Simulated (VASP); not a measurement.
# Fe (Im-3m) in VASP: notebook, part 3 of 3

VASP 6.6.1. The steps go on from the part before.

## Step 4: Elastic constants, PBE, collinear spin, ferromagnetic start

Input file INCAR:

```
SYSTEM = Fe
PREC = Accurate ; ENCUT = 600
EDIFF = 1E-8 ; ISMEAR = -1
SIGMA = 0.05 ; LREAL = .FALSE.
LASPH = .TRUE. ; NELM = 150
ALGO = Fast ; ISIF = 3
LWAVE = .FALSE. ; LCHARG = .FALSE.
ISPIN = 2 ; MAGMOM = 3
LORBIT = 11 ; LMAXMIX = 4
GGA = PE ; IBRION = 6
NFREE = 2 ; POTIM = 0.015
NSW = 1
```

Input file KPOINTS:

```
regular mesh
0
G
  10 10 10
  0 0 0
```

Input file POSCAR:

```
Fe
1.0
   -1.4430000000      1.4430000000      1.4430000000
    1.4430000000     -1.4430000000      1.4430000000
    1.4430000000      1.4430000000     -1.4430000000
Fe
1
Direct
    0.0000000000      0.0000000000      0.0000000000
```

Potentials or basis: VASP PAW PBE potentials, release 64 (Fe).

Launch:

```sh
cat potpaw_PBE.64/Fe/POTCAR > POTCAR
mpirun -np 1 vasp_std > vasp.out
```

OUTCAR:

```text
SYSTEM = Fe
   PREC = Accurate
   ENCUT = 600
   EDIFF = 1E-8
   ISMEAR = -1
   LREAL = .FALSE.
   LASPH = .TRUE.
   NELM = 150
   ISIF = 3
   ISPIN = 2
   LORBIT = 11
   GGA = PE
   IBRION = 6
   NFREE = 2
   POTIM = 0.015
   NSW = 1

 ion  position               nearest neighbor table
   1  0.000  0.000  0.000-

  LATTYP: Found a body centered cubic cell.
 ALAT       =     2.8860000000

  Lattice vectors:

 A1 = (  -1.4430000000,   1.4430000000,   1.4430000000)
 A2 = (   1.4430000000,  -1.4430000000,   1.4430000000)
 A3 = (   1.4430000000,   1.4430000000,  -1.4430000000)

Analysis of symmetry for initial positions (statically):
=====================================================================
 Subroutine PRICEL returns:
 Original cell was already a primitive cell.

 Routine SETGRP: Setting up the symmetry group for a
 body centered cubic supercell.

 Subroutine GETGRP returns: Found 48 space group operations
 (whereof 48 operations were pure point group operations)
 out of a pool of 48 trial point group operations.

The static configuration has the point symmetry O_h .

Analysis of symmetry for dynamics (positions and initial velocities):
=====================================================================
 Subroutine PRICEL returns:
 Original cell was already a primitive cell.

 Routine SETGRP: Setting up the symmetry group for a
 body centered cubic supercell.

 Subroutine GETGRP returns: Found 48 space group operations
 (whereof 48 operations were pure point group operations)
 out of a pool of 48 trial point group operations.

The dynamic configuration has the point symmetry O_h .

Analysis of structural, dynamic, and magnetic symmetry:
=====================================================================
 Subroutine PRICEL returns:
 Original cell was already a primitive cell.

 Routine SETGRP: Setting up the symmetry group for a
 body centered cubic supercell.

 Subroutine GETGRP returns: Found 48 space group operations
 (whereof 48 operations were pure point group operations)
 out of a pool of 48 trial point group operations.

The overall configuration has the point symmetry O_h .

 Subroutine INISYM returns: Found 48 space group operations
 (whereof 48 operations are pure point group operations),
 and found     1 'primitive' translations

----------------------------------------------------------------------------------------

                                     Primitive cell

  volume of cell :      12.0187

  direct lattice vectors                    reciprocal lattice vectors
    -1.443000000  1.443000000  1.443000000     0.000000000  0.346500347  0.346500347
     1.443000000 -1.443000000  1.443000000     0.346500347  0.000000000  0.346500347
     1.443000000  1.443000000 -1.443000000     0.346500347  0.346500347  0.000000000

  length of vectors
     2.499349315  2.499349315  2.499349315     0.490025489  0.490025489  0.490025489
[... 234 lines left out ...]

 number of electron       7.9999995 magnetization       2.1926305

------------------------ aborting loop because EDIFF is reached ----------------------------------------
[... 65 lines left out ...]
--------------------------------------- Ionic step       15  -------------------------------------------

 number of electron       7.9999997 magnetization       2.1855425

 Free energy of the ion-electron system (eV)
  ---------------------------------------------------
  ext. energy  EPLUGINS =         0.00000000
  ---------------------------------------------------
  free energy    TOTEN  =        -8.22492350 eV

  energy without entropy =       -8.21572512  energy(sigma->0) =       -8.22032431

 E-fermi :   5.2087     XC(G=0): -12.8028

 val. band max:        5.2087215570   @ k =  -0.1000   0.1000   0.1000
 cond. band min:       5.2221895428   @ k =  -0.4000   0.4000   0.1000
 fundamental gap:      0.0134679858
 Fermi energy:         5.2087440767

 spin component 1

 k-point     1 :       0.0000    0.0000    0.0000
  band No.  band energies     occupation
      1      -2.8215      1.00000
      2       3.0661      1.00000
      3       3.0661      1.00000
      4       3.0661      1.00000
      5       4.1529      1.00000
      6       4.1529      1.00000
      7      29.7579      0.00000
      8      29.7580      0.00000
      9      29.7581      0.00000
     10      34.4774      0.00000
[... 287 lines left out ...]
 k-point    24 :      -0.3000    0.3000    0.1000
  band No.  band energies     occupation
      1       0.2839      1.00000
      2       2.6172      1.00000
      3       2.8270      1.00000
      4       3.8832      1.00000
      5       4.5341      1.00000
      6       4.6490      0.99999
      7      18.4829      0.00000
      8      24.3422      0.00000
      9      24.5344      0.00000
     10      30.8025      0.00000

 [... further k-points ...]

 spin component 2

 k-point     1 :       0.0000    0.0000    0.0000
  band No.  band energies     occupation
      1      -2.7105      1.00000
      2       4.9811      0.98958
      3       4.9812      0.98955
      4       4.9812      0.98955
      5       6.9208      0.00000
      6       6.9210      0.00000
      7      29.4330      0.00000
      8      29.4330      0.00000
      9      29.4331      0.00000
     10      34.6111      0.00000
[... 327 lines left out ...]
  FREE ENERGIE OF THE ION-ELECTRON SYSTEM (eV)
  ---------------------------------------------------
  free  energy   TOTEN  =        -8.2249235034 eV

  energy  without entropy=       -8.2157251186  energy(sigma->0) =       -8.22032431

 INTERNAL STRAIN TENSORS FROM STRAINED CELLS
 ============================================

 INTERNAL STRAIN TENSOR FOR ION    1 for displacements in x,y,z  (eV/Angst):
          X           Y           Z          XY          YZ          ZX
  --------------------------------------------------------------------------------
  x    -0.00000    -0.00000    -0.00000    -0.00000     0.00000    -0.00000
  y     0.00000    -0.00000     0.00000     0.00000    -0.00000    -0.00000
  z     0.00000    -0.00000    -0.00000    -0.00000     0.00000    -0.00000

 INTERNAL STRAIN TENSORS FROM DISPLACED ATOMS
 ============================================

 INTERNAL STRAIN TENSOR FOR ION    1 for displacements in x,y,z  (eV/Angst):
          X           Y           Z          XY          YZ          ZX
  --------------------------------------------------------------------------------
  x     0.00000     0.00000     0.00000     0.00000     0.00000     0.00000
  y     0.00000     0.00000     0.00000     0.00000     0.00000     0.00000
  z     0.00000     0.00000     0.00000     0.00000     0.00000     0.00000

 Eigenvectors and eigenvalues of the dynamical matrix
 ----------------------------------------------------

   1 f  =    0.000000 THz     0.000000 2PiTHz    0.000000 cm-1     0.000000 meV
             X         Y         Z           dx          dy          dz
      0.000000  0.000000  0.000000     0.865426   -0.501036    0.000000

   2 f  =    0.000000 THz     0.000000 2PiTHz    0.000000 cm-1     0.000000 meV
             X         Y         Z           dx          dy          dz
      0.000000  0.000000  0.000000    -0.501036   -0.865426    0.000000

   3 f  =    0.000000 THz     0.000000 2PiTHz    0.000000 cm-1     0.000000 meV
             X         Y         Z           dx          dy          dz
      0.000000  0.000000  0.000000     0.000000    0.000000    1.000000

--------------------------------------------------------------------------------------------------------

 ELASTIC MODULI CONTR FROM IONIC RELAXATION (kBar)
 Direction    XX          YY          ZZ          XY          YZ          ZX
 --------------------------------------------------------------------------------
 XX           0.0000      0.0000      0.0000      0.0000      0.0000      0.0000
 YY           0.0000      0.0000      0.0000      0.0000      0.0000      0.0000
 ZZ           0.0000      0.0000      0.0000      0.0000      0.0000      0.0000
 XY           0.0000      0.0000      0.0000      0.0000      0.0000      0.0000
 YZ           0.0000      0.0000      0.0000      0.0000      0.0000      0.0000
 ZX           0.0000      0.0000      0.0000      0.0000      0.0000      0.0000
 --------------------------------------------------------------------------------

 TOTAL ELASTIC MODULI (kBar)
 Direction    XX          YY          ZZ          XY          YZ          ZX
 --------------------------------------------------------------------------------
 XX        2066.3944    985.9313    985.9313     -0.0000      0.0000     -0.0000
 YY         985.9313   2066.3944    985.9313      0.0000      0.0000     -0.0000
 ZZ         985.9313    985.9313   2066.3944      0.0000      0.0000     -0.0000
 XY          -0.0000      0.0000      0.0000    603.0239      0.0000      0.0000
 YZ           0.0000      0.0000      0.0000      0.0000    603.0239      0.0000
 ZX          -0.0000     -0.0000     -0.0000      0.0000      0.0000    603.0239
 --------------------------------------------------------------------------------

 total charge

# of ion       s       p       d       tot
------------------------------------------
    1        0.461   0.494   6.201   7.156

 magnetization (x)

# of ion       s       p       d       tot
------------------------------------------
    1       -0.016  -0.064   2.280   2.201
```

Run time: 9.3 min. Hardware: 1 thread of Intel Xeon Platinum 8488C (Sapphire Rapids), shared host; peak memory 0.26 GiB.

Results:

| Property | Result |
| --- | --- |
| Net moment | 2.19 μB per cell |
| Site moments | Fe +2.20 μB |
| Valence electrons inside the program's atomic spheres | Fe 7.16 |
| Elastic constants C11, C12, C44 | 207, 99, 60 GPa |
| Voigt bulk modulus | 135 GPa |

Elastic tensor in Voigt notation (GPa, in the Cartesian axes of the cell as first typed):
```
207  99  99   0   0   0
 99 207  99   0   0   0
 99  99 207   0   0   0
  0   0   0  60   0   0
  0   0   0   0  60   0
  0   0   0   0   0  60
```

Clamped-ion elastic tensor (GPa):
```
207  99  99   0   0   0
 99 207  99   0   0   0
 99  99 207   0   0   0
  0   0   0  60   0   0
  0   0   0   0  60   0
  0   0   0   0   0  60
```

Caveat: the cell is under stress, which shifts elastic constants.

## Step 5: Single point, PBEsol+U, collinear spin, ferromagnetic start

Input file INCAR:

```
SYSTEM = Fe
  ALGO = Fast
  EDIFF = 1E-6
  ENCUT = 520
  GGA = PS
  ISIF = 2
  ISMEAR = -1
  ISPIN = 2
  LASPH = .TRUE.
  LCHARG = .TRUE.
  LDAU = .TRUE.
  LDAUJ = 0
  LDAUL = 2
  LDAUPRINT = 1
  LDAUTYPE = 2
  LDAUU = 2
  LELF = .TRUE.
  LMAXMIX = 4
  LORBIT = 11
  LREAL = .FALSE.
  LVHAR = .TRUE.
  LWAVE = .FALSE.
  MAGMOM = 3
  NBANDS = 14
  NELM = 150
  PREC = Accurate
  SIGMA = 0.05
```

Input file KPOINTS:

```
k-points
0
G
  13 13 13
  0 0 0
```

POSCAR is that of step 4.

Launch:

```sh
cat potpaw_PBE.64/Fe/POTCAR > POTCAR
mpirun -np 1 vasp_std > vasp.out
```

Wall time 27 s (1 thread of Intel Xeon Platinum 8488C (Sapphire Rapids), shared host); peak memory 0.14 GiB.

Results (log left out):

```yaml
Free_energy: -7.2519 eV
Pressure: -7.4 GPa
Net_moment: 2.66 μB per cell
Site_moments: Fe +2.71 μB
Valence_electrons_inside_the_program's_atomic_spheres: Fe 7.18
```

Levels at points of the mesh, in eV from the Fermi level:
Spin up:
```csv
k point,band 1,band 2,band 3,band 4,band 5,band 6,band 7,band 8,band 9,band 10
"(0.00, 0.00, 0.00)",-8.28,-3.20,-3.20,-3.20,-2.02,-2.02,24.33,24.33,24.33,28.37
```
Spin down:
| k point | band 1 | band 2 | band 3 | band 4 | band 5 | band 6 | band 7 | band 8 |
| --- | --- | --- | --- | --- | --- | --- | --- | --- |
| (0.00, 0.00, 0.00) | -8.08 | 0.24 | 0.24 | 0.24 | 2.37 | 2.37 | 24.05 | 24.05 |

Eigenvalues of the final occupation matrices:
```tsv
site	spin	trace	eigenvalues
site 1 d	1	4.54	0.90 0.90 0.90 0.92 0.92
site 1 d	2	1.71	0.24 0.24 0.41 0.41 0.41
```

Caveat: the PAW data sets were made with another functional, which shifts forces and pressure a little; the U is typed as a test and isn't derived for this compound.

## Step 6: Single point, revPBE+U, collinear spin, ferromagnetic start

This run uses another cell than the first one, of 13.46 Å³/atom, 1.120 times its volume.

Input file INCAR:

```
SYSTEM = Fe
  PREC = Accurate
  ENCUT = 520
  EDIFF = 1E-6
  ISMEAR = -1
  SIGMA = 0.15
  LREAL = .FALSE.
  LASPH = .TRUE.
  NELM = 150
  ALGO = Normal
  ISIF = 2
  LWAVE = .FALSE.
  LCHARG = .FALSE.
  ISPIN = 2
  MAGMOM = -0.81
  LORBIT = 11
  LMAXMIX = 4
  LDAU = .TRUE.
  LDAUTYPE = 2
  LDAUL = 2
  LDAUU = 4
  LDAUJ = 0
  LDAUPRINT = 1
  GGA = RE
  NBANDS = 14
```

Input file KPOINTS:

```
regular mesh
0
G
  13 13 13
  0 0 0
```

Input file POSCAR:

```
Fe
1.0
   -1.4986216162      1.4986216162      1.4986216162
    1.4986216162     -1.4986216162      1.4986216162
    1.4986216162      1.4986216162     -1.4986216162
Fe
1
Direct
    0.0000000000      0.0000000000      0.0000000000
```

Potentials or basis: VASP PAW PBE potentials, release 64 (Fe).

Launch:

```sh
cat potpaw_PBE.64/Fe/POTCAR > POTCAR
mpirun -np 1 vasp_std > vasp.out
```

OUTCAR:

```text
SYSTEM = Fe
   PREC = Accurate
   ENCUT = 520
   EDIFF = 1E-6
   ISMEAR = -1
   LREAL = .FALSE.
   LASPH = .TRUE.
   NELM = 150
   ISIF = 2
   ISPIN = 2
   LORBIT = 11
   GGA = RE

 ion  position               nearest neighbor table
   1  0.000  0.000  0.000-

  LATTYP: Found a body centered cubic cell.
 ALAT       =     2.9972432324

  Lattice vectors:

 A1 = (  -1.4986216162,   1.4986216162,   1.4986216162)
 A2 = (   1.4986216162,  -1.4986216162,   1.4986216162)
 A3 = (   1.4986216162,   1.4986216162,  -1.4986216162)

Analysis of symmetry for initial positions (statically):
=====================================================================
 Subroutine PRICEL returns:
 Original cell was already a primitive cell.

 Routine SETGRP: Setting up the symmetry group for a
 body centered cubic supercell.

 Subroutine GETGRP returns: Found 48 space group operations
 (whereof 48 operations were pure point group operations)
 out of a pool of 48 trial point group operations.

The static configuration has the point symmetry O_h .

Analysis of symmetry for dynamics (positions and initial velocities):
=====================================================================
[... 221 lines left out ...]
      5       7.7653      0.00000
      6       7.7655      0.00000
      7      27.1437      0.00000
      8      27.1437      0.00000
      9      27.1437      0.00000
     10      32.4451      0.00000
     11      32.4451      0.00000
     12      34.1413      0.00000
[... 793 lines left out ...]
      3       0.5215      1.00000
      4       1.1296      1.00000
      5       1.2239      1.00000
      6       2.6238      1.00000
      7      15.5091      0.00000
      8      19.5129      0.00000
      9      20.9133      0.00000
     10      28.1290      0.00000
     11      30.7265      0.00000
     12      33.8367      0.00000
     13      34.9654      0.00000
     14      37.7322      0.00000

 [... further k-points ...]
[... 5 lines left out ...]
  --------------------------------------------------------------------------------------
  -------------------------------------------------------------------------------------
  Total       -0.0962009     -0.0962009     -0.0962009     -0.0000000     -0.0000000      0.0000000
  in kB      -11.4486320    -11.4486320    -11.4486320     -0.0000000     -0.0000000      0.0000000
  external PRESSURE =     -11.4486320 kB  Pullay stress =       0.0000000 kB

 VOLUME and BASIS-vectors are now :
 -----------------------------------------------------------------------------
  energy-cutoff  :      520.00
  volume of cell :       13.46
      direct lattice vectors                 reciprocal lattice vectors
    -1.498621616  1.498621616  1.498621616     0.000000000  0.333639923  0.333639923
     1.498621616 -1.498621616  1.498621616     0.333639923  0.000000000  0.333639923
     1.498621616  1.498621616 -1.498621616     0.333639923  0.333639923  0.000000000

 POSITION                                       TOTAL-FORCE (eV/Angst)
 -----------------------------------------------------------------------------------
      0.00000      0.00000      0.00000         0.000000      0.000000     -0.000000
 -----------------------------------------------------------------------------------
    total drift:                                0.000000     -0.000000      0.000000

  FREE ENERGIE OF THE ION-ELECTRON SYSTEM (eV)
  ---------------------------------------------------
  free  energy   TOTEN  =        -4.9592975772 eV

  energy  without entropy=       -4.8767010111  energy(sigma->0) =       -4.91799929

 total charge

# of ion       s       p       d       tot
------------------------------------------
    1        0.440   0.445   6.099   6.984

 magnetization (x)

# of ion       s       p       d       tot
------------------------------------------
    1        0.021   0.106  -3.246  -3.120
```

stdout:

```text
POSCAR found type information on POSCAR Fe
 POSCAR found :  1 types and       1 ions
 scaLAPACK will be used
 -----------------------------------------------------------------------------
|                                                                             |
|                                                                             |
|     You enforced a specific xc type in the INCAR file but a different       |
|     I HOPE YOU KNOW WHAT YOU ARE DOING!                                     |
|                                                                             |
 -----------------------------------------------------------------------------

 LDA part: xc-table for (Slater+PW92), standard interpolation
 POSCAR, INCAR and KPOINTS ok, starting setup
 FFT: planning ... GRIDC
 FFT: planning ... GRID_SOFT
 FFT: planning ... GRID
 WAVECAR not read
 entering main loop
```

It took 20 s on 1 thread of Intel Xeon Platinum 8488C (Sapphire Rapids), shared host; peak memory 0.14 GiB.

Results:

```yaml
Free_energy: -4.9593 eV
Pressure: -1.1 GPa
Net_moment: -2.98 μB per cell
Site_moments: Fe -3.12 μB
Valence_electrons_inside_the_program's_atomic_spheres: Fe 6.98
```

Eigenvalues of the final occupation matrices:
| site | spin | trace | eigenvalues |
| --- | --- | --- | --- |
| site 1 d | 1 | 1.44 | 0.17 0.17 0.36 0.36 0.36 |
| site 1 d | 2 | 4.68 | 0.93 0.93 0.93 0.94 0.94 |

Caveat: the PAW data sets were made with another functional, which shifts forces and pressure a little; the U is typed as a test and isn't derived for this compound.

## Step 7: The runs side by side

```csv
task,level,potentials or basis,U,cell,k mesh,cutoff (eV),smearing,k mesh for the DOS,occupations for the DOS,ions in elastic constants,gap on the mesh (eV),pressure (GPa),moment (μB)
single point,PBEsol+D4+U,"VASP PAW PBE potentials, release 64 (Fe)",Fe d U = 6.0 eV,"a = 2.499 Å, angles 109.5°, 1 atom",13 × 13 × 13,520,fermi-dirac 0.1 eV,-,-,-,none,5.3,3.00
density of states,LDA+U,"VASP PAW LDA potentials, release 64 (Fe)",Fe d U = 2.0 eV,"a = 2.395 Å, angles 109.5°, 1 atom",13 × 13 × 13,520,fermi-dirac 0.05 eV,20 × 20 × 20,tetrahedron,-,-,-,2.48
elastic constants,PBE,"VASP PAW PBE potentials, release 64 (Fe)",-,"a = 2.499 Å, angles 109.5°, 1 atom",10 × 10 × 10,600,fermi-dirac 0.05 eV,-,-,relaxed,-,-,2.19
single point,PBEsol+U,"VASP PAW PBE potentials, release 64 (Fe)",Fe d U = 2.0 eV,"a = 2.499 Å, angles 109.5°, 1 atom",13 × 13 × 13,520,fermi-dirac 0.05 eV,-,-,-,none,-7.4,2.66
single point,revPBE+U,"VASP PAW PBE potentials, release 64 (Fe)",Fe d U = 4.0 eV,"a = 2.596 Å, angles 109.5°, 1 atom",13 × 13 × 13,520,fermi-dirac 0.15 eV,-,-,-,none,-1.1,2.98
```

Alike in all rows: spin collinear, ferromagnetic start.

Caveats: the U is typed as a test and isn't derived for this compound (some runs); the PAW data sets were made with another functional, which shifts forces and pressure a little (some runs); pairwise dispersion overbinds metals, which lowers pressure and volume (some runs); the cell is under stress, which shifts elastic constants (some runs).

Total energies depend on the potentials used, so only differences within one code and one set of settings carry meaning.
